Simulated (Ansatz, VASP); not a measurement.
# BaS: VASP beside Ansatz

```
Ba S
1.0
     0.00000    3.19375    3.16181
     3.19375    0.00000    3.16181
     3.19375    3.19375    0.00000
Ba S
1 1
Direct
  0.00000 0.00000 0.00000
  0.50000 0.50000 0.50000
```

Change from the starting cell: zz strain of -1 %.

Alike in both runs: task single point; functional PBE; k mesh 8 × 8 × 8; occupations fermi-dirac, width 0.02 eV; no spin polarisation.

|  | VASP | Ansatz |
| --- | --- | --- |
| version | VASP 6.6.1 | Ansatz 0.2.0 |
| potentials or method | VASP PAW PBE potentials, release 64 (Ba_sv, S), cutoff 520 eV | all-electron LAPW, scalar-relativistic |

```csv
,VASP,Ansatz,Ansatz less VASP
gap on the k mesh at the Fermi level (eV),2.06,2.16,+0.104
pressure (GPa),1.9,1.3,-0.62
"traceless stress, the component that is largest in VASP (GPa)",0.63,0.57,-0.056
```

Ansatz ran all-electron here, and VASP with PAW potentials.

Spin-orbit coupling is off throughout.
